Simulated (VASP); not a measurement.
Set up this calculation in VASP 6.6.1, as the native input.

| Property | Result |
| --- | --- |
| Task | single point |
| Functional | PBEsol |
| Potentials or basis | VASP PAW PBE potentials, release 64 (Pb_d, S) |
| Cutoff | 520 eV |
| k mesh | 4 × 10 × 10 |
| Occupations | gaussian, width 0.03 eV |
| Spin | no spin polarisation |
| Dipole correction | no |
| Further INCAR settings | ALGO = Normal; EDIFF = 1e-06; NBANDS = 50 |

The structure of PbS (GeS type) lies in POSCAR:

```
PbS
1.0
   10.9181115004      0.0000000000      0.0000000000
    0.0000000000      4.1553906349      0.0000000000
    0.0000000000      0.0000000000      3.9468328449
Pb S
4 4
Direct
    0.1209615139      0.2500000000      0.0003888993
    0.8790384861      0.7500000000      0.9996111007
    0.3790384861      0.7500000000      0.5003888993
    0.6209615139      0.2500000000      0.4996111007
    0.8644396863      0.2500000000      0.4997914459
    0.1355603137      0.7500000000      0.5002085541
    0.6355603137      0.7500000000      0.9997914459
    0.3644396863      0.2500000000      0.0002085541
```

These files were run (other wordings do the same):

INCAR

```
SYSTEM = PbS
PREC = Accurate ; ENCUT = 520
EDIFF = 1E-6 ; ISMEAR = 0
SIGMA = 0.03 ; LREAL = .FALSE.
LASPH = .TRUE. ; NELM = 100
ALGO = Normal ; ISIF = 2
LWAVE = .FALSE. ; LCHARG = .FALSE.
GGA = PS ; NBANDS = 50
```

KPOINTS

```
regular mesh
0
G
  4 10 10
  0 0 0
```

Potentials or basis: VASP PAW PBE potentials, release 64 (Pb_d, S).

Command:

```bash
$ cat potpaw_PBE.64/Pb_d/POTCAR potpaw_PBE.64/S/POTCAR > POTCAR
$ mpirun -np 1 vasp_std > vasp.out
```

It gave:

| Item | Value |
| --- | --- |
| Pressure | 6.8 GPa |
| Largest force | 0.003 eV/Å |
| Band gap on the k mesh | 0.83 eV |

Caveat: the cell stands under pressure; the PAW data sets were made with another functional, which shifts forces and pressure a little; spin-orbit coupling is left out, which moves the levels of the heavy elements.

Run time: 6.6 min on 1 thread of AMD EPYC 9R45 96-Core Processor (Zen 5), on a shared host, peak memory 0.72 GiB.
